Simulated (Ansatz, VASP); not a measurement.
## CaSe in VASP and in Ansatz

Contents of INCAR:

```
SYSTEM = CaSe
PREC     = Accurate       ! precision mode
ENCUT    = 520            ! plane-wave cutoff, eV
EDIFF    = 1E-6           ! SCF threshold, eV
ISMEAR   = 0              ! smearing method
SIGMA    = 0.01           ! smearing width, eV
LREAL    = .False.        ! projectors in reciprocal space
LASPH    = .True.         ! aspherical terms in the spheres
NELM     = 60             ! most SCF steps
ALGO     = Normal         ! electronic algorithm
ISIF     = 2              ! what is computed and relaxed
LWAVE    = .False.        ! write WAVECAR
LCHARG   = .False.        ! write CHGCAR
GGA      = PS             ! functional
NBANDS   = 15             ! bands
```

KPOINTS

```
Automatic mesh
0
Gamma
  6 6 6
  0 0 0
```

The input POSCAR:

```
CaSe
1.0
    0.0000000000      2.9344539877      2.9344539877
    2.9344539877      0.0000000000      2.9344539877
    2.9344539877      2.9344539877      0.0000000000
Ca Se
1 1
Direct
   -0.0017038945     -0.0017038945     -0.0017038945
    0.5000000000      0.5000000000      0.5000000000
```

Input for Ansatz:

```yaml
crystal:
  lattice:
    - [0.0, 2.93445398767, 2.93445398767]
    - [2.93445398767, 0.0, 2.93445398767]
    - [2.93445398767, 2.93445398767, 0.0]
  atoms:
    - { symbol: Ca, position: [-0.001703894497, -0.001703894497, -0.001703894497] }
    - { symbol: Se, position: [0.5, 0.5, 0.5] }
kpoints:
  mp_grid: { grid: [6, 6, 6] }
scf:
  occupations: { method: fixed }
  convergence: { dr2_threshold: 1.0e-10 }
hamiltonian:
  xc: pbesol
  pseudopotentials: { kind: all_electron, lapw: { basis_error: 0.0005 } }
output:
  forces: true
  stress: true
  eigenstates:
    kpoints:
      - [0.0, 0.0, 0.0]
      - [0.0, -0.5, -0.5]
      - [-0.5, 0.0, -0.5]
      - [-0.5, -0.5, 0.0]
      - [-0.5, 0.0, 0.0]
      - [0.0, -0.5, 0.0]
      - [0.0, 0.0, -0.5]
      - [-0.5, -0.5, -0.5]
  eigenvalues: true
```

Change from the starting cell: atom 1 moved by [-0.01, -0.01, -0.01] A.

Alike in both runs: task single point; functional PBEsol; k mesh 6 × 6 × 6; no spin polarisation.

|  | VASP | Ansatz |
| --- | --- | --- |
| version | VASP 6.6.1 | Ansatz 0.2.0 |
| potentials or method | VASP PAW PBE potentials, release 64 (Ca_sv, Se), cutoff 520 eV | all-electron LAPW, scalar-relativistic |
| occupations | gaussian, width 0.01 eV | fixed |

|  | VASP | Ansatz | Ansatz less VASP |
| --- | --- | --- | --- |
| gap on the k mesh at the Fermi level (eV) | 1.87 | 1.88 | +0.012 |
| pressure (GPa) | 0.2 | 0.0 | -0.21 |
| rms of the force components (eV/Å) | 0.033 | 0.032 | -0.0005 |

VASP's potentials were made for PBE, not for PBEsol. Atom by atom the forces differ by 0.001 eV/Å (rms over components). Ansatz ran all-electron here, and VASP with PAW potentials.
